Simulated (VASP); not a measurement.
Wanted: the native input for a VASP 6.6.1 run.

```yaml
Task: single point
Functional: PBEsol
Potentials_or_basis: VASP PAW PBE potentials, release 64 (H, Na_pv)
Cutoff: 400 eV
k_mesh: 1 × 1 × 1, shifted
Occupations: fermi-dirac, width 0.05 eV
Spin: collinear spin
Dipole_correction: no
Further_INCAR_settings: LREAL = Auto; ALGO = Normal; EDIFF = 1e-06; NBANDS = 168; ISYM = -1
```

The structure of Na32H31 (a cell with a defect) lies in POSCAR:

```
Na32H31
1.0
    9.5855340000      0.0000000000      0.0000000000
    0.0000000000      9.5855340000      0.0000000000
    0.0000000000      0.0000000000      9.5855340000
H Na
31 32
Direct
    0.2497360000      0.0002560000      0.9996460000
    0.2498310000      0.0000860000      0.4996760000
    0.2495580000      0.5003700000      0.9999390000
    0.7497680000      0.9999900000      0.0000040000
    0.7498150000      0.0001990000      0.4997790000
    0.7498470000      0.5002100000      0.9998540000
    0.7498140000      0.4999850000      0.4998530000
    0.9996660000      0.2501880000      0.9997920000
    0.9988650000      0.2489990000      0.4998300000
    0.9997610000      0.7501690000      0.9995820000
    0.9990970000      0.7512440000      0.4998680000
    0.4996810000      0.2501510000      0.9995850000
    0.5008120000      0.2489040000      0.5000220000
    0.4995550000      0.7501220000      0.9997980000
    0.5009380000      0.7508950000      0.4996910000
    0.9998630000      0.0001080000      0.2496900000
    0.9997900000      0.0003630000      0.7498210000
    0.9987880000      0.5003790000      0.2487320000
    0.9987380000      0.5001460000      0.7506650000
    0.4998200000      0.9999090000      0.2496870000
    0.4997960000      0.9998940000      0.7498180000
    0.5008150000      0.4998170000      0.2488130000
    0.5008610000      0.5002310000      0.7507760000
    0.2499270000      0.2492400000      0.2488080000
    0.2498370000      0.2492190000      0.7507990000
    0.2497500000      0.7510940000      0.2490080000
    0.2495510000      0.7510650000      0.7506370000
    0.7499130000      0.2503170000      0.2499140000
    0.7496410000      0.2501760000      0.7500420000
    0.7498670000      0.7502000000      0.2499060000
    0.7500440000      0.7504030000      0.7500040000
    0.9992530000      0.0001370000      0.9996060000
    0.9986280000      0.0001410000      0.4996940000
    0.9983430000      0.5002140000      0.9998000000
    0.9939550000      0.5001290000      0.4997960000
    0.5002120000      0.0001890000      0.9997730000
    0.5010720000      0.9999740000      0.4995990000
    0.5010550000      0.5000230000      0.9997860000
    0.5055360000      0.4997850000      0.4997420000
    0.2496770000      0.2489620000      0.9997510000
    0.2496770000      0.2443110000      0.4998350000
    0.2497700000      0.7517700000      0.9996850000
    0.2498570000      0.7559840000      0.4997570000
    0.7497000000      0.2497890000      0.9996210000
    0.7498570000      0.2486900000      0.5001150000
    0.7495980000      0.7505260000      0.0000330000
    0.7499330000      0.7514510000      0.4997440000
    0.2496580000      0.0002010000      0.2482790000
    0.2496400000      0.0001260000      0.7512610000
    0.2497870000      0.5003690000      0.2439940000
    0.2495150000      0.5003870000      0.7556150000
    0.7498580000      0.0001600000      0.2496910000
    0.7497620000      0.0001420000      0.7500120000
    0.7497770000      0.5000590000      0.2483820000
    0.7499150000      0.5004630000      0.7512280000
    0.0001850000      0.2505790000      0.2501570000
    0.0001490000      0.2505990000      0.7493700000
    0.0002930000      0.7497100000      0.2501260000
    0.0002120000      0.7499760000      0.7493510000
    0.4992640000      0.2503490000      0.2503090000
    0.4993030000      0.2506530000      0.7491740000
    0.4993990000      0.7494070000      0.2503870000
    0.4994380000      0.7496120000      0.7493640000
```

One way to write it, as run:

INCAR

```
PREC = Accurate ; ENCUT = 400
EDIFF = 1E-6 ; ISMEAR = -1
SIGMA = 0.05 ; LREAL = Auto
LASPH = T ; NELM = 200
ALGO = Normal ; ISIF = 2
LWAVE = F ; LCHARG = F
ISPIN = 2 ; MAGMOM = 0 0 0 0 0 0 0 0 0 0 0 0 0 0 0 0 0 0 0 0 0 0 0 0 0 0 0 0 0 0 0 0 0 0 0.167 0 0 0 0.167 0 0.167 0 0.167 0 0 0 0 0 0 0.167 0.167 0 0 0 0 0 0 0 0 0 0 0 0
LORBIT = 11 ; GGA = PS
NBANDS = 168 ; ISYM = -1
GGA_COMPAT = F
```

KPOINTS

```
explicit points
1
Reciprocal
  0.25000000   0.25000000   0.25000000 1
```

Potentials or basis: VASP PAW PBE potentials, release 64 (H, Na_pv).

Launch:

```bash
$ cat potpaw_PBE.64/H/POTCAR potpaw_PBE.64/Na_pv/POTCAR > POTCAR
$ mpirun -np 1 vasp_std > vasp.out
```

It gave:

The pressure is -0.3 GPa, the largest force is 0.019 eV/Å and the band gap on the k mesh is 1.06 eV. The net moment is 1.00 μB per cell and the valence electrons inside the program's atomic spheres are H 0.51, 0.50 (each value once); Na 6.06, 6.05 (each value once).

Caveat: the PAW data sets were made with another functional, which shifts forces and pressure a little.

Wall time 3.3 min on 1 thread of Intel(R) Xeon(R) 6975P-C (Granite Rapids), with other jobs on the host, peak memory 0.8 GiB.
